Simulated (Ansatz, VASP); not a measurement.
## TiRe: VASP beside Ansatz

```
CELL_PARAMETERS angstrom
3.05435 0.00000 0.00000
0.00000 3.05435 0.00000
0.00000 0.00000 3.05435
ATOMIC_POSITIONS crystal
Ti 0.50000 0.50000 0.50000
Re 0.00000 0.00000 0.00000
```

Change from the starting cell: volume scaled by 0.94, crystal datasets.

Alike in both runs: task electric field gradients; functional PBEsol; k mesh 13 × 13 × 13; occupations fermi-dirac, width 0.05 eV; no spin polarisation.

|  | VASP | Ansatz |
| --- | --- | --- |
| version | VASP 6.6.1 | Ansatz 0.2.0 |
| potentials or method | VASP PAW PBE potentials, release 64 (Ti_sv, Re), cutoff 520 eV | all-electron PAW with datasets made for the crystal, scalar-relativistic |

```csv
,VASP,Ansatz,Ansatz less VASP
pressure (GPa),7.2,7.2,+0.03
```

VASP's potentials were made for PBE, not for PBEsol. Ansatz ran all-electron here, and VASP with PAW potentials.

Neither program's run includes spin-orbit coupling.
